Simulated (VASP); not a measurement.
Wanted: the native input for a VASP 6.6.1 run.

* Task: single point
* Functional: PBE
* Potentials or basis: VASP PAW PBE potentials, release 64 (P)
* Cutoff: 520 eV
* k mesh: 12 × 12 × 8
* Occupations: gaussian, width 0.1 eV
* Spin: no spin polarisation
* Dipole correction: no
* Further INCAR settings: ALGO = Normal; EDIFF = 1e-06; NBANDS = 24

The structure of P lies in POSCAR:

```
P
1.0
    5.1222199329      0.0000000000      0.0000000000
   -2.5611099665      4.4359725857      0.0000000000
    0.0000000000      0.0000000000      5.3034313423
P
6
Direct
    0.2900909461      0.0000000000      0.5000000000
    0.0000000000      0.2900909461      0.8333333333
    0.7099090539      0.7099090539      0.1666666667
    0.7099090539      0.0000000000      0.5000000000
    0.0000000000      0.7099090539      0.8333333333
    0.2900909461      0.2900909461      0.1666666667
```

One way to write it, as run:

INCAR

```
ALGO = Normal ; EDIFF = 1E-6
ENCUT = 520 ; GGA = PE
ISIF = 2 ; ISMEAR = 0
LASPH = T ; LCHARG = T
LELF = T ; LREAL = F
LVHAR = T ; LWAVE = F
NBANDS = 24 ; NELM = 100
PREC = Accurate ; SIGMA = 0.1
```

KPOINTS

```
k-points
0
Gamma
  12 12 8
```

Potentials or basis: VASP PAW PBE potentials, release 64 (P).

Run with:

```console
$ cat potpaw_PBE.64/P/POTCAR > POTCAR
$ mpirun -np 1 vasp_std > vasp.out
```

It gave:

```json
{
 "Pressure": "-0.2 GPa",
 "Largest force": "0.033 eV/Å",
 "Band gap on the k mesh": "zero (band 15 reaches 5.74 eV, above the bottom of band 16 at 4.52 eV)"
}
```

Run time: 2.1 min on 1 thread of AMD EPYC 9R45 96-Core Processor (Zen 5) (shared host), peak memory 0.31 GiB.
